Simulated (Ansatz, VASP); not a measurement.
**Two plane-wave programs on GaSbTe2S**

The input INCAR:

```
ALGO = Normal
EDIFF = 1E-7
ENCUT = 520
GGA = PE
ISIF = 2
ISMEAR = 0
LASPH = True
LCHARG = False
LREAL = False
LWAVE = False
NBANDS = 26
NELM = 60
PREC = Accurate
SIGMA = 0.1
```

KPOINTS

```
k-points
0
Gamma
  6 6 2
```

File POSCAR:

```
GaSbTe2S
1.0
    4.5690397200      0.0000000000      0.0000000000
   -2.2845198600      3.9569044700      0.0000000000
    0.0000000000      0.0000000000      7.8297341200
Ga Sb Te S
1 1 2 1
Direct
    0.6666666700      0.3333333300      0.6116340200
    0.0000000000      0.0000000000      0.0261640000
    0.3333333300      0.6666666700      0.7338119700
    0.6666666700      0.3333333300      0.2717430000
    0.3333333300      0.6666666700      0.3566470100
```

Input for Ansatz:

```yaml
crystal:
  lattice:
    - [4.56903972, 0.0, 0.0]
    - [-2.28451986, 3.95690447, 0.0]
    - [0.0, 0.0, 7.82973412]
  atoms:
    - { symbol: Ga, position: [0.66666667, 0.33333333, 0.61163402] }
    - { symbol: Sb, position: [0.0, 0.0, 0.026164] }
    - { symbol: Te, position: [0.33333333, 0.66666667, 0.73381197] }
    - { symbol: Te, position: [0.66666667, 0.33333333, 0.271743] }
    - { symbol: S, position: [0.33333333, 0.66666667, 0.35664701] }
basis:
  ecutwfc: 420
kpoints:
  mp_grid: { grid: [6, 6, 2] }
hamiltonian:
  xc: pbe
scf:
  occupations: { method: gaussian, width: 0.1 }
  lower_state_search: "off"
output:
  forces: true
  stress: true
  eigenvalues: true
```

Change from the starting cell: species swapped into the NaLiZnS2 type (P3m1, No. 156).

Alike in both runs: task single point; functional PBE; k mesh 6 × 6 × 2; occupations gaussian, width 0.1 eV; no spin polarisation.

|  | VASP | Ansatz |
| --- | --- | --- |
| version | VASP 6.6.1 | Ansatz 0.2.0 |
| potentials or method | VASP PAW PBE potentials, release 64 (Ga_d, Sb, Te, S), cutoff 520 eV | scalar-relativistic, plane waves, PAW |
| valence electrons in the cell | 36 | 66 |

```tsv
	VASP	Ansatz	Ansatz less VASP
gap on the k mesh at the Fermi level (eV)	none	none	-
pressure (GPa)	2.1	2.2	+0.04
traceless stress, the component that is largest in VASP (GPa)	0.66	0.64	-0.018
rms of the force components (eV/Å)	0.685	0.680	-0.0051
```

Atom by atom the forces differ by 0.005 eV/Å (rms over components). A gap of «none» marks a metal or a gap that the smearing closes. VASP's potentials hold 36 valence electrons a cell and Ansatz's 66, so a difference there can come from the potentials and not from the codes.

The k mesh is coarse, so the values compare programs but aren't converged. Spin-orbit coupling is off throughout.
